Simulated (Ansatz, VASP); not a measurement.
## W: VASP beside Ansatz

```
W
1.0
     0.00000    2.03000    2.03000
     2.03000    0.00000    2.03000
     2.03000    2.03000    0.00000
W
1
Direct
  0.00000 0.00000 0.00000
```

Alike in both runs: task electric field gradients; functional revPBE; k mesh 14 × 14 × 14; occupations fermi-dirac, width 0.05 eV; no spin polarisation.

|  | VASP | Ansatz |
| --- | --- | --- |
| version | VASP 6.6.1 | Ansatz 0.2.0 |
| potentials or method | VASP PAW PBE potentials, release 64 (W_sv) | PAW with Ansatz's default frozen-core files, scalar-relativistic |
| plane-wave cutoff (eV) | 520 | 760 |
| valence electrons in the cell | 14 | 28 |

VASP gave:

- gap on the k mesh at the Fermi level (eV): none
- pressure (GPa): -1.7

Question: What did Ansatz give for the same quantities?

Answer: gap on the k mesh at the Fermi level (eV): none; pressure (GPa): -2.0.

VASP's potentials were made for PBE, not for revPBE. A gap of «none» marks a metal or a gap that the smearing closes. VASP's potentials hold 14 valence electrons a cell and Ansatz's 28, so a difference there can come from the potentials and not from the codes.

Spin-orbit coupling is off throughout.
